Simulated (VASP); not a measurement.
Here is a VASP 6.6.1 calculation.

INCAR

```
SYSTEM = Zr2C
PREC = Accurate
ENCUT = 520
EDIFF = 1E-6
ISMEAR = 0
SIGMA = 0.1
LREAL = .FALSE.
LASPH = .TRUE.
NELM = 100
ALGO = Normal
ISIF = 2
LWAVE = .FALSE.
LCHARG = .FALSE.
GGA = PE
NBANDS = 21
```

Contents of KPOINTS:

```
regular mesh
0
G
  18 18 18
  0 0 0
```

Contents of POSCAR:

```
Zr2C
1.0
    1.6677326798      0.9628659116      5.3828681000
   -1.6677326798      0.9628659116      5.3828681000
    0.0000000000     -1.9257318233      5.3828681000
Zr C
2 1
Direct
    0.2555690000      0.2555690000      0.2555690000
    0.7444310000      0.7444310000      0.7444310000
    0.0000000000      0.0000000000      0.0000000000
```

Potentials or basis: VASP PAW PBE potentials, release 64 (Zr_sv, C).

Run with:

```sh
$ cat potpaw_PBE.64/Zr_sv/POTCAR potpaw_PBE.64/C/POTCAR > POTCAR
$ mpirun -np 1 vasp_std > vasp.out
```

(1) Estimate the pressure.

(2) Estimate the largest force.

(3) Estimate the band gap on the k mesh.

Answers

(1) 0.1 GPa.

(2) 0.015 eV/Å.

(3) zero (bands 14 and 15 overlap by 1.27 eV).
